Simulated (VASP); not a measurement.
# Sn8HO16 (a cell with a defect) in VASP: further runs

Sn8HO16 (a cell with a defect) is run at these levels: PBE+D3(BJ); tasks: single point.

Program: VASP 6.6.1. These are calculated values, not measurements. Logs are shortened: lines on timing, memory, paths and dates and some standing lists are left out, and cuts for length are marked.

## Step 1: The cell of the first run

The cell holds a defect, 25 atoms: a = 6.738 Å, b = 6.738 Å, c = 6.415 Å, α = 90.00°, β = 90.00°, γ = 90.00°.

## Step 2: Single point, PBE+D3(BJ)

INCAR reads:

```
SYSTEM = Sn8HO16
  PREC = Accurate
  ENCUT = 520
  EDIFF = 1E-7
  ISMEAR = -1
  SIGMA = 0.05
  LREAL = Auto
  LASPH = .TRUE.
  NELM = 80
  ALGO = Normal
  ISIF = 2
  LWAVE = .FALSE.
  LCHARG = .TRUE.
  GGA = PE
  IVDW = 12
  LELF = .TRUE.
  LVHAR = .TRUE.
  NBANDS = 122
  NELECT = 208.0
```

KPOINTS reads:

```
regular mesh
0
G
  2 2 2
  0 0 0
```

POSCAR reads:

```
Sn8HO16
1.0
   -4.7648180000     -4.7648180000      0.0000000000
    4.7648180000     -4.7648180000      0.0000000000
    0.0000000000      0.0000000000      6.4150000000
Sn O H
8 16 1
Direct
    0.0099402538      0.5205341526      0.2453936087
    0.5058937193      0.4987505294     -0.0058277475
    0.0045540040      0.4955517713      0.7453744349
    0.5059155460      0.4987188388      0.4964469213
    0.4877678434     -0.0076584247      0.2452773188
   -0.0083454394     -0.0048680768     -0.0122461419
    0.4922566822      0.0003619236      0.7452833983
   -0.0084052528     -0.0047507586      0.5028294622
   -0.0572143574      0.2055872858      0.2452338270
    0.0168632884      0.8204713171      0.2453498051
    0.1981972869      0.4779456424     -0.0011524552
    0.8123317617      0.5198790384     -0.0030035853
   -0.0215072223      0.1922512046      0.7453257989
    0.0166666387      0.8009014195      0.7452893219
    0.1982099841      0.4779195134      0.4918848012
    0.8123284037      0.5199239509      0.4937565082
    0.4806098575      0.6887867490      0.2453265783
    0.5437265390      0.2991688245      0.2453180047
    0.6872046320     -0.0169586750     -0.0037611847
    0.2957352201      0.0225457719     -0.0025180047
    0.4828213795      0.6942592561      0.7453069369
    0.5174677186      0.3051920346      0.7453114575
    0.6871804967     -0.0169805017      0.4943632112
    0.2957313375      0.0227337120      0.4930194856
    0.7937733403      0.2302848713      0.2450014030
```

Potentials or basis: VASP PAW PBE potentials, release 64 (Sn_d, O, H).

Command:

```console
$ cat potpaw_PBE.64/Sn_d/POTCAR potpaw_PBE.64/O/POTCAR potpaw_PBE.64/H/POTCAR > POTCAR
$ mpirun -np 1 vasp_std > vasp.out
```

OUTCAR:

```text
SYSTEM = Sn8HO16
   PREC = Accurate
   ENCUT = 520
   EDIFF = 1E-7
   ISMEAR = -1
   LREAL = Auto
   LASPH = .TRUE.
   NELM = 80
   ISIF = 2
   GGA = PE
   IVDW = 12
   NELECT = 208.0
 IVDW          = 12

 ion  position               nearest neighbor table
   1  0.010  0.521  0.245-  10 2.02  15 2.05  11 2.05  16 2.08  12 2.08   9 2.17   3 3.21   3 3.21
                             6 3.60   8 3.60   4 3.71   2 3.71
   2  0.506  0.499  0.994-  22 2.06  17 2.07  12 2.07  21 2.08  11 2.08  18 2.11   4 3.19   4 3.22
                             5 3.70   1 3.71   7 3.72   3 3.72   3 3.74   7 3.74
   3  0.005  0.496  0.745-  13 2.05  14 2.06  12 2.08  16 2.08  11 2.09  15 2.09   1 3.21   1 3.21
                             6 3.71   8 3.71   8 3.71   6 3.71   2 3.72   4 3.72   2 3.74   4 3.74
   4  0.506  0.499  0.496-  22 2.06  17 2.07  16 2.07  21 2.08  15 2.08  18 2.11   2 3.19   2 3.22
                             5 3.70   1 3.71   7 3.72   3 3.72   3 3.74   7 3.74
   5  0.488  0.992  0.245-  17 2.05  24 2.06  20 2.06  19 2.09  23 2.09  18 2.10   7 3.21   7 3.21
                             2 3.70   4 3.70   6 3.73   8 3.73
   6  0.992  0.995  0.988-  10 2.04  14 2.04  13 2.05  19 2.05  20 2.06   9 2.20   8 3.11   8 3.30
                             1 3.60   7 3.71   3 3.71   3 3.71   7 3.71   5 3.73
   7  0.492  0.000  0.745-  22 2.06  21 2.06  23 2.08  19 2.08  20 2.10  24 2.10   5 3.21   5 3.21
                             8 3.71   6 3.71   6 3.71   8 3.72   4 3.72   2 3.72   2 3.74   4 3.74
   8  0.992  0.995  0.503-  10 2.04  14 2.04  13 2.05  23 2.05  24 2.06   9 2.20   6 3.11   6 3.30
                             1 3.60   7 3.71   3 3.71   3 3.71   7 3.72   5 3.73
   9  0.943  0.206  0.245-  25 1.02   1 2.17   8 2.20   6 2.20
  10  0.017  0.820  0.245-   1 2.02   8 2.04   6 2.04
  11  0.198  0.478  0.999-   1 2.05   2 2.08   3 2.09
  12  0.812  0.520  0.997-   2 2.07   3 2.08   1 2.08
  13  0.978  0.192  0.745-   8 2.05   6 2.05   3 2.05
  14  0.017  0.801  0.745-   6 2.04   8 2.04   3 2.06
  15  0.198  0.478  0.492-   1 2.05   4 2.08   3 2.09
  16  0.812  0.520  0.494-   4 2.07   3 2.08   1 2.08
  17  0.481  0.689  0.245-   5 2.05   4 2.07   2 2.07
  18  0.544  0.299  0.245-   5 2.10   4 2.11   2 2.11
  19  0.687  0.983  0.996-   6 2.05   7 2.08   5 2.09
  20  0.296  0.023  0.997-   6 2.06   5 2.06   7 2.10
  21  0.483  0.694  0.745-   7 2.06   2 2.08   4 2.08
  22  0.517  0.305  0.745-   7 2.06   4 2.06   2 2.06
  23  0.687  0.983  0.494-   8 2.05   7 2.08   5 2.09
  24  0.296  0.023  0.493-   8 2.06   5 2.06   7 2.10
  25  0.794  0.230  0.245-   9 1.02

  LATTYP: Found a simple tetragonal cell.
 ALAT       =     6.7384702378
 C/A-ratio  =     0.9519964879

  Lattice vectors:

 A1 = (  -4.7648180000,  -4.7648180000,   0.0000000000)
 A2 = (   4.7648180000,  -4.7648180000,   0.0000000000)
 A3 = (   0.0000000000,   0.0000000000,   6.4150000000)

Analysis of symmetry for initial positions (statically):
=====================================================================
 Subroutine PRICEL returns:
[... 166 lines left out ...]
   EFERMI =   0.00;   METHOD = LEGACY
   ISMEAR =    -1;   SIGMA  =   0.05  broadening in eV -4-tet -1-fermi 0-gaus
   EFERMI_NEDOS =   21; number of points for ismear=-14 and -15
   IALGO  =     38    algorithm
   IMIX   =      4    mixing-type and parameters
     AMIX     =   0.40;   BMIX     =  1.00
     AMIX_MAG =   1.60;   BMIX_MAG =  1.00
  volume/ion in A,a.u.               =      11.65        78.63
  Fermi-wavevector in a.u.,A,eV,Ry     =   1.463265  2.765169 29.132020  2.141143
  Thomas-Fermi vector in A             =   2.579380
   LORBIT       =      0    0 simple, 1 ext, 2 COOP (PROOUT), +10 PAW based schemes
   GGA     = PE    functional components
   LHFCALC =     F    Hartree Fock is set to
   AEXX    =    0.0000 exact exchange contribution
   IVDW    =    12    specifies the selected vdW correction
   LEPSILON=     F    determine dielectric tensor
   LRPA    =     F    only Hartree local field effects (RPA)
 non-spin polarized calculation
  energy-cutoff  :      520.00
  volume of cell :      291.29
 maximum number of plane-waves:      7860
   NGX = 25   NGY = 25   NGZ = 23

 number of electron     208.0000007 magnetization

 Free energy of the ion-electron system (eV)
  ---------------------------------------------------
  ext. energy  EPLUGINS =         0.00000000
  ---------------------------------------------------
  free energy    TOTEN  =      -160.02167268 eV

  energy without entropy =     -160.02167090  energy(sigma->0) =     -160.02167179

 E-fermi :   6.4168     XC(G=0): -11.1697

 val. band max:        5.8045042500   @ k =   0.0000   0.0000   0.0000
 cond. band min:       7.0239663021   @ k =   0.0000   0.0000   0.0000
 fundamental gap:      1.2194620520
 Fermi energy:         6.4168221619

 k-point     1 :       0.0000    0.0000    0.0000
  band No.  band energies     occupation
      1     -15.1513      2.00000
      2     -15.0894      2.00000
      3     -14.7634      2.00000
      4     -14.7461      2.00000
      5     -14.7447      2.00000
      6     -14.6637      2.00000
[... 941 lines left out ...]
    115      14.4096      0.00000
    116      14.4366      0.00000
 [bands above 116 left out]

------------------------ aborting loop because EDIFF is reached ----------------------------------------

 Edisp (eV)   -5.40341

 E8    (eV) :    -2.1575

  FORCE on cell =-STRESS in cart. coord.  units (eV):
  Direction    XX          YY          ZZ          XY          YZ          ZX
  --------------------------------------------------------------------------------------
  -------------------------------------------------------------------------------------
  Total      -8.26008    -2.53429    -1.50341    -3.97279    -0.01095     0.00781
  in kB     -45.43344   -13.93952    -8.26932   -21.85180    -0.06025     0.04298
  external pressure =      -22.55 kB  Pullay stress =        0.00 kB

 VOLUME and BASIS-vectors are now :
 -----------------------------------------------------------------------------
  energy-cutoff  :      520.00
  volume of cell :      291.29
      direct lattice vectors                 reciprocal lattice vectors
    -4.764818000 -4.764818000  0.000000000    -0.104935802 -0.104935802  0.000000000
     4.764818000 -4.764818000  0.000000000     0.104935802 -0.104935802  0.000000000
     0.000000000  0.000000000  6.415000000     0.000000000  0.000000000  0.155884645

 POSITION                                       TOTAL-FORCE (eV/Angst)
 -----------------------------------------------------------------------------------
      2.43289     -2.52761      1.57420        -0.022377     -0.037559     -0.006700
     -0.03404     -4.78695      6.37761         0.011262     -0.000368      0.004867
      2.33951     -2.38291      4.78158         0.008482     -0.007074     -0.000017
     -0.03429     -4.78690      3.18471         0.009971     -0.003555      0.010029
      2.40420     -7.05245      1.57345         0.005707      0.010467     -0.001106
      0.01657     -9.46668      6.33644        -0.009802     -0.008715      0.027573
[... 17 lines left out ...]
     -1.30078     -1.51743      3.16272         0.024672     -0.006528      0.003724
     -2.68492     -4.87945      1.57168         0.071323      0.062965      0.004580
 -----------------------------------------------------------------------------------
    total drift:                                0.012802     -0.027496     -0.012816

  FREE ENERGIE OF THE ION-ELECTRON SYSTEM (eV)
  ---------------------------------------------------
  free  energy   TOTEN  =      -165.4250803877 eV

  energy  without entropy=     -165.4250786018  energy(sigma->0) =     -165.42507949
```

Run time: 10 min. Hardware: 1 thread of Intel Xeon Platinum 8259CL at 2.50GHz (Skylake/Cascade Lake), shared host; peak memory 0.44 GiB.

What came out:

```yaml
Free_energy: -165.4251 eV
Largest_force: 0.095 eV/Å
Dispersion_energy_per_atom: -0.216 eV
```

Forces in eV/Å, atoms in the order of the input:
```
Sn  -0.022 -0.038 -0.007
Sn   0.011  0.000  0.005
Sn   0.008 -0.007  0.000
Sn   0.010 -0.004  0.010
Sn   0.006  0.010 -0.001
Sn  -0.010 -0.009  0.028
Sn  -0.010  0.006 -0.014
Sn   0.002 -0.011 -0.020
O   -0.071 -0.010 -0.002
O   -0.009 -0.005  0.000
O   -0.029 -0.004  0.005
O    0.024  0.003  0.002
O    0.031 -0.009 -0.001
O   -0.035  0.008  0.000
O   -0.028  0.004 -0.004
O    0.021  0.003 -0.007
O    0.022  0.009  0.000
O   -0.006  0.009 -0.001
O   -0.013 -0.005  0.010
O    0.020 -0.009  0.002
O    0.022 -0.001 -0.002
O   -0.026  0.011  0.001
O   -0.014 -0.007 -0.013
O    0.025 -0.007  0.004
H    0.071  0.063  0.005
```

Caveat: the k points lie up to 0.49 Å⁻¹ apart; the cell carries a net charge on a neutralising background, which shifts energy and pressure; the cell is charged against a uniform background, so pressure and absolute levels hang on convention; spin-orbit coupling is left out, which moves the levels of the heavy elements.

## Step 3: Single point, PBE+D3(BJ)

INCAR reads:

```
SYSTEM = Sn8HO16
PREC     = Accurate       ! precision mode
ENCUT    = 520            ! plane-wave cutoff, eV
EDIFF    = 1E-6           ! SCF threshold, eV
ISMEAR   = -1             ! smearing method
SIGMA    = 0.05           ! smearing width, eV
LREAL    = Auto         
LASPH    = .True.         ! aspherical terms in the spheres
NELM     = 60             ! most SCF steps
ALGO     = Normal         ! electronic algorithm
ISIF     = 2              ! what is computed and relaxed
LWAVE    = .False.        ! write WAVECAR
LCHARG   = .True.         ! write CHGCAR
GGA      = PE             ! functional
IVDW     = 12             ! dispersion correction
LELF     = .True.         ! ELF
LVHAR    = .True.       
NELECT   = 208.0        
NBANDS   = 122            ! bands
```

KPOINTS reads:

```
Automatic mesh
0
Gamma
  2 2 2
  0 0 0
```

POSCAR reads:

```
Sn8HO16
1.0
   -4.7648180000     -4.7648180000      0.0000000000
    4.7648180000     -4.7648180000      0.0000000000
    0.0000000000      0.0000000000      6.4150000000
Sn O H
8 16 1
Direct
    0.0045289243      0.4920358973      0.2526472330
    0.4792644756      0.5107403892     -0.0048056118
    0.0045265108      0.4920504834      0.7377345284
    0.5041185204      0.5044190565      0.4951929852
    0.5010633145      0.0060120869      0.2463672642
    0.0077329291     -0.0123866221     -0.0048120031
    0.5010747525      0.0059949824      0.7440213562
   -0.0004811307     -0.0070459145      0.4951889322
    0.0179384606      0.1874758910      0.2439119252
   -0.0240302987      0.7961584262      0.2432872954
    0.1792682323      0.5188740682     -0.0048106002
    0.7944331767      0.4425823820     -0.0048162120
    0.0179049861      0.1874896376      0.7464735776
   -0.0240615696      0.7961664013      0.7470897896
    0.1987252189      0.5180836918      0.4951943882
    0.8075529852      0.4770559967      0.4951834762
    0.5232927050      0.6982418846      0.2419859704
    0.4785507023      0.3125535960      0.2432353858
    0.7006899319      0.0437397609     -0.0048098207
    0.3112974095     -0.0213293561     -0.0048104443
    0.5233179945      0.6982314959      0.7484057677
    0.4785689611      0.3125439419      0.7471551052
    0.6946049146      0.0193211997      0.4951855027
    0.3056301416     -0.0180313288      0.4951976617
    0.7699148215      0.2935570677     -0.0048609509
```

Potentials or basis: VASP PAW PBE potentials, release 64 (Sn_d, O, H).

Command:

```console
$ cat potpaw_PBE.64/Sn_d/POTCAR potpaw_PBE.64/O/POTCAR potpaw_PBE.64/H/POTCAR > POTCAR
$ mpirun -np 1 vasp_std > vasp.out
```

Wall time 8.1 min (1 thread of Intel Xeon Platinum 8259CL at 2.50GHz (Skylake/Cascade Lake), shared host); peak memory 0.44 GiB.

Results (log left out):

- Free energy: -165.4269 eV
- Largest force: 0.100 eV/Å
- Dispersion energy per atom: -0.216 eV

Forces on the atoms (eV/Å):
```
Sn   0.004  0.003 -0.005
Sn   0.005 -0.016 -0.005
Sn   0.009 -0.012  0.000
Sn  -0.006  0.012 -0.002
Sn  -0.005 -0.007  0.001
Sn   0.002  0.017 -0.002
Sn  -0.007 -0.004  0.010
Sn  -0.001  0.003 -0.003
O    0.012 -0.013 -0.012
O   -0.004  0.019 -0.002
O    0.004 -0.003  0.002
O    0.029 -0.060  0.000
O    0.009 -0.013  0.011
O   -0.003  0.014  0.000
O   -0.017 -0.036  0.001
O    0.019  0.030 -0.002
O    0.009 -0.026  0.000
O   -0.013  0.024 -0.002
O    0.007 -0.026  0.003
O    0.007  0.018  0.000
O    0.016 -0.027  0.002
O   -0.013  0.021  0.004
O   -0.015 -0.022  0.000
O    0.009  0.020  0.000
H   -0.054  0.084  0.001
```

Levels at points of the mesh, in eV from the Fermi level:
```
           k point  band 102  band 103  band 104  band 105  band 106  band 107
(0.00, 0.00, 0.00)     -1.09     -1.02     -0.62      0.61      4.08      4.14
(0.50, 0.00, 0.00)     -1.17     -0.98     -0.80      2.56      2.68      4.66
(0.00, 0.50, 0.00)     -1.13     -1.04     -0.86      2.66      2.74      4.56
(0.50, 0.50, 0.00)     -0.97     -0.89     -0.85      3.49      3.63      3.87
(0.00, 0.00, 0.50)     -1.06     -1.02     -0.83      3.05      3.10      4.35
(0.50, 0.00, 0.50)     -0.90     -0.85     -0.83      3.65      3.67      3.87
(0.00, 0.50, 0.50)     -0.98     -0.95     -0.80      3.87      3.87      3.92
(0.50, 0.50, 0.50)     -1.05     -0.99     -0.96      4.51      4.60      4.76
```

Caveat: the k points lie up to 0.49 Å⁻¹ apart; the cell carries a net charge on a neutralising background, which shifts energy and pressure; the cell is charged against a uniform background, so pressure and absolute levels hang on convention; spin-orbit coupling is left out, which moves the levels of the heavy elements.
